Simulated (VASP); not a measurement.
Write the native input for VASP 6.6.1 that does the following.

```
Task                   : single point
Functional             : PBE
Potentials or basis    : VASP PAW PBE potentials, release 64 (Ga_d, Sb)
Cutoff                 : 520 eV
k mesh                 : 12 × 12 × 12
Occupations            : gaussian, width 0.1 eV
Spin                   : no spin polarisation
Dipole correction      : no
Further INCAR settings : ALGO = Normal; EDIFF = 1e-06; NBANDS = 16
```

The structure of GaSb lies in POSCAR:

```
GaSb
1.0
    0.0000000000      3.0755354517      3.0755354517
    3.0755354517      0.0000000000      3.0755354517
    3.0755354517      3.0755354517      0.0000000000
Ga Sb
1 1
Direct
    0.0000000000      0.0000000000      0.0000000000
    0.2500000000      0.2500000000      0.2500000000
```

This cell differs from its parent crystal: volume scaled by 0.97.

One way to write it, as run:

INCAR

```
PREC     = Accurate       # precision mode
ENCUT    = 520            # plane-wave cutoff, eV
EDIFF    = 1E-6           # SCF threshold, eV
ISMEAR   = 0              # smearing method
SIGMA    = 0.1            # smearing width, eV
LREAL    = False          # projectors in reciprocal space
LASPH    = True           # aspherical terms in the spheres
NELM     = 80             # most SCF steps
ALGO     = Normal         # electronic algorithm
ISIF     = 2              # what is computed and relaxed
LWAVE    = False          # write WAVECAR
LCHARG   = False          # write CHGCAR
GGA      = PE             # functional
NBANDS   = 16             # bands
```

KPOINTS

```
Automatic mesh
0
Gamma
  12 12 12
```

Potentials or basis: VASP PAW PBE potentials, release 64 (Ga_d, Sb).

The run is started by

```console
$ cat potpaw_PBE.64/Ga_d/POTCAR potpaw_PBE.64/Sb/POTCAR > POTCAR
$ mpirun -np 1 vasp_std > vasp.out
```

It gave:

```
Pressure               : 1.5 GPa
Band gap on the k mesh : zero (filled and empty bands touch)
```

Caveat: spin-orbit coupling is left out, which moves the levels of the heavy elements.

Wall time 59 s on 1 thread of Intel Xeon 8259CL, with other jobs on the host, peak memory 0.22 GiB.
